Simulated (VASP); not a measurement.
Here is a VASP 6.6.1 calculation.

Contents of INCAR:

```
PREC = Accurate
ENCUT = 600
EDIFF = 1E-6
ISMEAR = 0
SIGMA = 0.1
LREAL = False
LASPH = True
NELM = 100
ALGO = Normal
ISIF = 3
LWAVE = False
LCHARG = False
GGA = PE
IBRION = 2
NSW = 100
EDIFFG = -0.01
```

File KPOINTS:

```
Automatic mesh
0
Gamma
  8 8 8
```

File POSCAR:

```
GaAs4
1.0
    4.9946835271      0.0000000000      0.0000000000
    0.0000000000      4.9946835271      0.0000000000
    0.0000000000      0.0000000000      4.9946835271
Ga As
1 4
Direct
    0.5000000000      0.5000000000      0.5000000000
    0.5000000000      0.0000000000      0.0000000000
    0.0000000000      0.5000000000      0.0000000000
    0.0000000000      0.0000000000      0.5000000000
    0.0000000000      0.0000000000      0.0000000000
```

Potentials or basis: VASP PAW PBE potentials, release 64 (Ga_d, As).

The run is started by

```sh
$ cat potpaw_PBE.64/Ga_d/POTCAR potpaw_PBE.64/As/POTCAR > POTCAR
$ mpirun -np 1 vasp_std > vasp.out
```

Problem. What does it give for the relaxed cell?

Solution. a = 5.017 Å, b = 5.017 Å, c = 5.017 Å, α = 90.00°, β = 90.00°, γ = 90.00°.

Problem. Predict the band gap on the k mesh.

Solution. Zero (an odd number of electrons rules out a gap without spin polarisation).

Problem. Estimate the relaxed volume.

Solution. 25.26 Å³/atom.

Final structure:
```yaml
crystal:
  lattice:
    - [5.01720, 0.00000, 0.00000]
    - [0.00000, 5.01720, 0.00000]
    - [0.00000, 0.00000, 5.01720]
  atoms:
    - { symbol: Ga, position: [0.50000, 0.50000, 0.50000] }
    - { symbol: As, position: [0.50000, 0.00000, 0.00000] }
    - { symbol: As, position: [0.00000, 0.50000, 0.00000] }
    - { symbol: As, position: [0.00000, 0.00000, 0.50000] }
    - { symbol: As, position: [0.00000, 0.00000, 0.00000] }
```

Caveat: an odd number of electrons without spin polarisation forces a metal; a magnetic or distorted state may lie lower.
